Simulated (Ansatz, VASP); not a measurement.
Two plane-wave programs on PbS

```
Pb S
1.0
     4.00896    0.00000    0.00000
    -2.00448    3.47187    0.00000
     0.00000    0.00000    3.77004
Pb S
1 1
Direct
  0.00000 0.00000 0.00000
  0.66667 0.33333 0.50000
```

Alike in both runs: functional PBE; dispersion D3(BJ); k mesh 12 × 12 × 12; occupations gaussian, width 0.1 eV; no spin polarisation.

Ansatz relaxed the structure, and its values are those at the end. VASP's run is a single point on that final structure, the one shown.

|  | VASP | Ansatz |
| --- | --- | --- |
| version | VASP 6.6.1 | Ansatz 0.2.0 |
| potentials or method | VASP PAW PBE potentials, release 64 (Pb_d, S), cutoff 520 eV | scalar-relativistic, plane waves, PAW |
| valence electrons in the cell | 20 | 20 |

Ansatz gave:

| Property | Result |
| --- | --- |
| gap on the k mesh at the Fermi level (eV) | none |
| pressure (GPa) | 0.0 |

Problem. Estimate VASP's values.

Solution. gap on the k mesh at the Fermi level (eV): none; pressure (GPa): -0.1.

A gap of «none» marks a metal or a gap that the smearing closes. Ansatz's warnings: relaxed geometry near dispersion switch.

Spin-orbit coupling is off throughout.
